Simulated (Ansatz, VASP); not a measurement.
# HfN in VASP and in Ansatz

Contents of INCAR:

```
SYSTEM = HfN
ALGO = Normal
EDIFF = 1E-6
ENCUT = 520
GGA = CA
ISIF = 2
ISMEAR = 0
LASPH = .True.
LCHARG = .False.
LREAL = .False.
LWAVE = .False.
NBANDS = 14
NELM = 100
PREC = Accurate
SIGMA = 0.15
```

File KPOINTS:

```
k-points
0
Gamma
  16 16 16
  0 0 0
```

File POSCAR:

```
HfN
1.0
    0.0000000000      2.5161925500      2.5775631000
    2.5161925500      0.0000000000      2.5775631000
    2.5161925500      2.5161925500      0.0000000000
Hf N
1 1
Direct
    0.0000000000      0.0000000000      0.0000000000
    0.7500000000      0.7500000000      0.7500000000
```

Input for Ansatz:

```yaml
crystal:
  lattice:
    - [0.0, 2.51619255, 2.5775631]
    - [2.51619255, 0.0, 2.5775631]
    - [2.51619255, 2.51619255, 0.0]
  atoms:
    - { symbol: Hf, position: [0.0, 0.0, 0.0] }
    - { symbol: "N", position: [0.75, 0.75, 0.75] }
basis:
  ecutwfc: 420
kpoints:
  mp_grid: { grid: [16, 16, 16] }
hamiltonian:
  xc: lda
scf:
  occupations: { method: gaussian, width: 0.15 }
output:
  forces: true
  stress: true
  eigenvalues: true
```

Change from the starting cell: strain +0.025 along x and y, +0.050 along z, atoms carried along.

Alike in both runs: task single point; functional LDA; k mesh 16 × 16 × 16; occupations gaussian, width 0.15 eV; no spin polarisation.

```csv
,VASP,Ansatz
version,VASP 6.6.1,Ansatz 0.2.0
potentials or method,"VASP PAW LDA potentials, release 64 (Hf_pv, N), cutoff 520 eV","scalar-relativistic, plane waves, PAW"
valence electrons in the cell,15,31
```

```csv
,VASP,Ansatz,Ansatz less VASP
gap on the k mesh at the Fermi level (eV),none,none,-
pressure (GPa),-24.0,-23.5,+0.53
"traceless stress, the component that is largest in VASP (GPa)",-2.52,-2.52,0.000
```

LDA's correlation is that of Perdew and Zunger in VASP and of Perdew and Wang (1992) in Ansatz. A gap of «none» marks a metal or a gap that the smearing closes. VASP's potentials hold 15 valence electrons a cell and Ansatz's 31, so a difference there can come from the potentials and not from the codes.

Spin-orbit coupling is off throughout.
